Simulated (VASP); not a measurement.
Input of a VASP 6.6.1 run:

The input INCAR:

```
ALGO = Normal
EDIFF = 1E-6
ENCUT = 520
GGA = PE
ISIF = 2
ISMEAR = 0
LASPH = T
LCHARG = T
LELF = T
LREAL = F
LVHAR = T
LWAVE = F
NBANDS = 25
NELM = 80
PREC = Accurate
SIGMA = 0.1
```

KPOINTS

```
k-points
0
Gamma
  4 4 2
```

File POSCAR:

```
ScSbSe3
1.0
    4.4744707000      0.0000000000      0.0000000000
    0.0000000000      4.4744707000      0.0000000000
    0.0000000000      0.0000000000      7.4894321800
Sc Sb Se
1 1 3
Direct
    0.5000000000      0.5000000000      0.0000000000
    0.0000000000      0.0000000000      0.0000000000
    0.0000000000      0.0000000000      0.2777823400
    0.0000000000      0.0000000000      0.7222176600
    0.5000000000      0.5000000000      0.5000000000
```

Potentials or basis: VASP PAW PBE potentials, release 64 (Sc_sv, Sb, Se).

Command:

```sh
$ cat potpaw_PBE.64/Sc_sv/POTCAR potpaw_PBE.64/Sb/POTCAR potpaw_PBE.64/Se/POTCAR > POTCAR
$ mpirun -np 1 vasp_std > vasp.out
```

Question: Predict the largest force.

Answer: 11.830 eV/Å.

Question: What does it give for the pressure?

Answer: 13.3 GPa.

Question: Estimate the band gap on the k mesh.

Answer: Zero (bands 17 and 18 overlap by 0.77 eV).

Forces on the atoms (eV/Å):
```
Sc    0.000   0.000   0.000
Sb    0.000   0.000   0.000
Se    0.000   0.000  11.830
Se    0.000   0.000 -11.830
Se    0.000   0.000   0.000
```

Caveat: the k points lie up to 0.42 Å⁻¹ apart, too coarse for converged energies and pressures of a metal; spin-orbit coupling is left out, which moves the levels of the heavy elements; forces of over 1 eV/Å act on the atoms, so gaps and moduli don't describe the material at rest.
